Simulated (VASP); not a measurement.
NaSi8O16 (a cell with a defect): single point with PBE+D3(BJ)

NaSi8O16 (a cell with a defect):

```
Si O Na
1.0
    -4.22440   -4.22440    0.00000
     4.22440   -4.22440    0.00000
     0.00000    0.00000    5.37920
Si O Na
8 16 1
Direct
  0.51951 0.43770 0.93586
  0.98112 0.45537 0.20986
  0.49617 0.48601 0.44207
  0.00872 0.44848 0.70927
  0.96384 0.02726 0.96130
  0.49100 0.99903 0.19720
  0.97568 0.96159 0.46921
  0.49340 0.00180 0.65138
  0.19555 0.39935 0.97990
  0.95980 0.18713 0.22083
  0.80503 0.47395 0.91952
  0.98608 0.81533 0.20613
  0.20056 0.48254 0.47409
  0.98930 0.14738 0.68689
  0.80145 0.48257 0.47857
  0.00455 0.76458 0.69096
  0.66754 0.98768 0.93824
  0.50562 0.63885 0.18040
  0.28913 0.01285 0.94717
  0.50914 0.28191 0.19012
  0.69522 0.95699 0.43395
  0.45183 0.66322 0.69575
  0.28642 0.97601 0.43224
  0.51607 0.27978 0.66038
  0.24100 0.70389 0.97697
```

```
Program                : VASP 6.6.1
Task                   : single point
Functional             : PBE
Dispersion             : D3(BJ)
Potentials or basis    : VASP PAW PBE potentials, release 64 (Si, O, Na_pv)
Cutoff                 : 520 eV
k mesh                 : 2 × 2 × 2
Occupations            : fermi-dirac, width 0.02 eV
Spin                   : collinear spin, zero start
Starting moments       : [0.0, 0.0, 0.0, 0.0, 0.0, 0.0, 0.0, 0.0, 0.0, 0.0, 0.0, 0.0, 0.0, 0.0, 0.0, 0.0, 0.0, 0.0, 0.0, 0.0, 0.0, 0.0, 0.0, 0.0, 0.0] μB
Dipole correction      : no
Further INCAR settings : LREAL = Auto; ALGO = Normal; EDIFF = 1e-06; NBANDS = 90
```

```
Pressure                                              : 31.1 GPa
Largest force                                         : 6.058 eV/Å
Net moment                                            : 0.00 μB per cell
Valence electrons inside the program's atomic spheres : Si 1.51, 1.56, 1.49, 1.50, 1.59 (each value once); O 5.20, 5.33, 5.26, 5.22, 5.21, 5.36, 5.19, 5.23, 5.17, 5.32, 5.29 (each value once); Na 6.37
Dispersion energy per atom                            : -0.255 eV
```

Forces in eV/Å, atoms in the order of the input:
```
Si   1.724 -1.486 -1.078
Si   1.977 -2.185  2.197
Si   0.381 -0.685  0.298
Si   1.545 -1.473 -2.174
Si  -4.106  2.469  2.050
Si  -0.138  1.575 -3.096
Si  -3.303  0.392 -2.803
Si  -1.096  3.202  5.024
O    0.709  0.873 -3.503
O   -1.338  1.872  0.379
O   -0.270  1.050  1.967
O   -0.552  0.968 -2.116
O   -0.584  2.797 -2.340
O    3.194 -2.500  0.723
O   -0.144  0.180 -2.071
O    1.254 -0.351  1.814
O   -1.340 -1.219 -0.765
O    1.420 -2.347  0.580
O    0.437 -1.309 -0.319
O   -2.066  0.726  2.638
O    2.829  2.212  0.781
O   -2.190 -2.776  0.129
O   -1.044 -2.296 -0.013
O   -0.102  0.996  1.437
Na   2.803 -0.686  0.261
```

Stress tensor (GPa, compression positive):
```
 29.17 -12.35   4.04
-12.35  37.79  -1.68
  4.04  -1.68  26.21
```

Levels at points of the mesh, in eV from the Fermi level:
Spin up:
| k point | band 64 | band 65 | band 66 | band 67 | band 68 | band 69 | band 70 | band 71 |
| --- | --- | --- | --- | --- | --- | --- | --- | --- |
| (0.00, 0.00, 0.00) | -6.47 | -6.18 | -5.78 | -5.52 | -1.10 | -0.02 | 0.34 | 0.73 |
| (0.50, 0.00, 0.00) | -6.73 | -6.21 | -6.14 | -5.79 | -0.29 | 0.02 | 0.80 | 1.05 |
| (0.00, 0.50, 0.00) | -6.60 | -6.36 | -6.12 | -5.96 | -0.16 | 0.11 | 0.41 | 1.10 |
| (0.50, 0.50, 0.00) | -6.62 | -6.33 | -6.16 | -5.85 | 0.14 | 0.46 | 0.95 | 1.23 |
| (0.00, 0.00, 0.50) | -6.33 | -6.15 | -6.03 | -5.83 | 0.27 | 0.71 | 0.96 | 1.45 |
| (0.50, 0.00, 0.50) | -6.45 | -6.07 | -6.04 | -5.79 | 0.30 | 0.75 | 0.97 | 1.62 |
| (0.00, 0.50, 0.50) | -6.50 | -6.13 | -6.07 | -5.87 | 0.54 | 1.02 | 1.24 | 1.49 |
| (0.50, 0.50, 0.50) | -6.62 | -6.41 | -6.26 | -6.04 | 0.76 | 1.22 | 1.41 | 2.11 |
Spin down:
```
           k point  band 63  band 64  band 65  band 66  band 67  band 68  band 69  band 70  band 71  band 72
(0.00, 0.00, 0.00)    -6.57    -6.47    -6.18    -5.78    -5.52    -1.10    -0.02     0.34     0.73     0.85
(0.50, 0.00, 0.00)    -6.77    -6.73    -6.21    -6.14    -5.79    -0.29     0.02     0.80     1.05     1.12
(0.00, 0.50, 0.00)    -6.78    -6.60    -6.36    -6.12    -5.96    -0.16     0.11     0.41     1.10     1.19
(0.50, 0.50, 0.00)    -6.75    -6.62    -6.33    -6.16    -5.85     0.14     0.46     0.95     1.23     1.47
(0.00, 0.00, 0.50)    -6.53    -6.33    -6.15    -6.03    -5.83     0.27     0.71     0.96     1.45     1.74
(0.50, 0.00, 0.50)    -6.67    -6.45    -6.07    -6.04    -5.79     0.30     0.75     0.97     1.62     2.19
(0.00, 0.50, 0.50)    -6.67    -6.50    -6.13    -6.07    -5.87     0.54     1.02     1.24     1.49     2.14
(0.50, 0.50, 0.50)    -6.83    -6.62    -6.41    -6.26    -6.04     0.76     1.22     1.41     2.11     2.23
```

It took 8 min on 1 thread of Intel(R) Xeon(R) Platinum 8488C (Sapphire Rapids), with other jobs on the host, peak memory 0.45 GiB.

Caveat: the k points lie up to 0.58 Å⁻¹ apart; no moment was typed at the start, so none could form.
